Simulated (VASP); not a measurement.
Input of a VASP 6.6.1 run:

File INCAR:

```
PREC = Accurate
ENCUT = 520
EDIFF = 1E-6
ISMEAR = 0
SIGMA = 0.05
LREAL = F
LASPH = T
NELM = 150
ALGO = Normal
ISIF = 2
LWAVE = F
LCHARG = F
LMAXMIX = 4
LDAU = T
LDAUTYPE = 2
LDAUL = 2 -1
LDAUU = 4 0
LDAUJ = 0 0
LDAUPRINT = 1
GGA = PE
IVDW = 12
NBANDS = 19
```

KPOINTS

```
regular mesh
0
Gamma
  12 12 12
```

File POSCAR:

```
TiO2
1.0
    1.4933198129      0.8621685960      5.1642981317
   -1.4933198129      0.8621685960      5.1642981317
    0.0000000000     -1.7243371920      5.1642981317
Ti O
1 2
Direct
    0.0000000000      0.0000000000      0.0000000000
    0.6017580785      0.6017580785      0.6017580785
    0.3982419215      0.3982419215      0.3982419215
```

Potentials or basis: VASP PAW PBE potentials, release 64 (Ti_sv, O).

Run with:

```sh
$ cat potpaw_PBE.64/Ti_sv/POTCAR potpaw_PBE.64/O/POTCAR > POTCAR
$ mpirun -np 1 vasp_std > vasp.out
```

**Question.** Estimate the largest force.

**Answer.** 0.410 eV/Å.

**Question.** Estimate the pressure.

**Answer.** 0.2 GPa.

**Question.** Estimate the band gap on the k mesh.

**Answer.** 3.08 eV (least direct gap 3.31 eV).

**Question.** What does it give for the dispersion energy per atom?

**Answer.** -0.185 eV.

Forces on the atoms (eV/Å):
```
Ti   0.000  0.000  0.000
O    0.000  0.000  0.410
O    0.000  0.000 -0.410
```

Caveat: the stress differs along the axes, from -4 to 3 GPa. A k mesh can miss the band edges.
